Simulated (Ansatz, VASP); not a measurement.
## Two plane-wave programs on BaHfO3

Contents of INCAR:

```
ALGO     = Normal         # electronic algorithm
EDIFF    = 1E-6           # SCF threshold, eV
EDIFFG   = -0.01          # ionic threshold
ENCUT    = 600            # plane-wave cutoff, eV
GGA      = PE             # functional
IBRION   = 2              # ionic algorithm
ISIF     = 3              # what is computed and relaxed
ISMEAR   = 0              # smearing method
LASPH    = True           # aspherical terms in the spheres
LCHARG   = False          # write CHGCAR
LREAL    = False          # projectors in reciprocal space
LWAVE    = False          # write WAVECAR
NELM     = 80             # most SCF steps
NSW      = 100            # ionic steps
PREC     = Accurate       # precision mode
SIGMA    = 0.02           # smearing width, eV
```

The input KPOINTS:

```
k-points
0
Gamma
  6 6 6
```

The input POSCAR:

```
BaHfO3
1.0
    4.2049780786      0.0000000000      0.0000000000
    0.0000000000      4.2049780786      0.0000000000
    0.0000000000      0.0000000000      4.2049780786
Ba Hf O
1 1 3
Direct
    0.5000000000      0.5000000000      0.5000000000
    0.0000000000      0.0000000000      0.0000000000
    0.0000000000      0.0000000000      0.5000000000
    0.5000000000      0.0000000000      0.0000000000
    0.0000000000      0.5000000000      0.0000000000
```

Input for Ansatz:

```yaml
crystal:
  lattice:
    - [4.2049780786, 0.0, 0.0]
    - [0.0, 4.2049780786, 0.0]
    - [0.0, 0.0, 4.2049780786]
  atoms:
    - { symbol: Ba, position: [0.5, 0.5, 0.5] }
    - { symbol: Hf, position: [0.0, 0.0, 0.0] }
    - { symbol: O, position: [0.0, 0.0, 0.5] }
    - { symbol: O, position: [0.5, 0.0, 0.0] }
    - { symbol: O, position: [0.0, 0.5, 0.0] }
basis:
  ecutwfc: 420
kpoints:
  mp_grid: { grid: [6, 6, 6] }
hamiltonian:
  xc: pbe
scf:
  occupations: { method: gaussian, width: 0.02 }
output:
  forces: true
  stress: true
  eigenvalues: true
relax:
  adjacent_minimum: "off"
  f_tol: 0.01
  max_steps: 80
  cell: { stress_tol: 0.05 }
```

Alike in both runs: task relaxation of cell and atoms; functional PBE; k mesh 6 × 6 × 6; occupations gaussian, width 0.02 eV; no spin polarisation.

|  | VASP | Ansatz |
| --- | --- | --- |
| version | VASP 6.6.1 | Ansatz 0.2.0 |
| potentials or method | VASP PAW PBE potentials, release 64 (Ba_sv, Hf_pv, O), cutoff 600 eV | scalar-relativistic, plane waves, PAW |
| valence electrons in the cell | 38 | 54 |

VASP gave:

| Property | Result |
| --- | --- |
| gap on the k mesh at the Fermi level, each at its own relaxed structure (eV) | 3.55 |
| relaxed volume (Å³/atom) | 14.82 |
| relaxed cell length with the largest relative difference (Å) | 4.200 |

Which values does Ansatz return?

gap on the k mesh at the Fermi level, each at its own relaxed structure (eV): 3.62; relaxed volume (Å³/atom): 14.88; relaxed cell length with the largest relative difference (Å): 4.206.

VASP's potentials hold 38 valence electrons a cell and Ansatz's 54, so a difference there can come from the potentials and not from the codes.

Spin-orbit coupling is off throughout.
